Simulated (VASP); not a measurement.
Write the native input for VASP 6.6.1 that does the following.

* Task: relaxation of cell and atoms
* Functional: PBE
* Potentials or basis: VASP PAW PBE potentials, release 64 (B, N)
* Cutoff: 600 eV
* k mesh: 12 × 12 × 4
* Occupations: gaussian, width 0.02 eV
* Spin: no spin polarisation
* Dipole correction: no
* Further INCAR settings: ALGO = Normal; EDIFF = 1e-06; IBRION = 2; EDIFFG = -0.01; NSW = 100; ISIF = 3

The structure of BN lies in POSCAR:

```
BN
1.0
    2.5039916500      0.0000000000      0.0000000000
   -1.2519958300      2.1685203800      0.0000000000
    0.0000000000      0.0000000000      6.6612000500
B N
2 2
Direct
    0.3333333300      0.6666666700      0.2500000000
    0.6666666700      0.3333333300      0.7500000000
    0.3333333300      0.6666666700      0.7500000000
    0.6666666700      0.3333333300      0.2500000000
```

One way to write it, as run:

INCAR

```
SYSTEM = BN
ALGO = Normal
EDIFF = 1E-6
EDIFFG = -0.01
ENCUT = 600
GGA = PE
IBRION = 2
ISIF = 3
ISMEAR = 0
LASPH = .TRUE.
LCHARG = .FALSE.
LREAL = .FALSE.
LWAVE = .FALSE.
NELM = 100
NSW = 100
PREC = Accurate
SIGMA = 0.02
```

KPOINTS

```
k-points
0
G
  12 12 4
  0 0 0
```

Potentials or basis: VASP PAW PBE potentials, release 64 (B, N).

Launch:

```bash
$ cat potpaw_PBE.64/B/POTCAR potpaw_PBE.64/N/POTCAR > POTCAR
$ mpirun -np 1 vasp_std > vasp.out
```

It gave:

- Relaxed volume: 10.44 Å³/atom
- Relaxed cell: a = 2.512 Å, b = 2.512 Å, c = 7.638 Å, α = 90.00°, β = 90.00°, γ = 120.00°
- Space group after relaxing (to 0.1 Å): P6_3/mmc (No. 194)
- Energy gained by relaxing: 9.8 meV/atom
- Ionic steps: 10
- Pressure after relaxing: 0.0 GPa
- Band gap on the k mesh: 4.47 eV (least direct gap 4.65 eV)

Caveat: the volume moved by over 15 % at a fixed basis, so the end points are rough; this functional lacks dispersion, which binds layers or chains, so the pressure and a relaxed spacing across them are unreliable.

Run time: 3.6 min on 1 thread of Intel Xeon 8259CL, with other jobs on the host, peak memory 0.17 GiB.
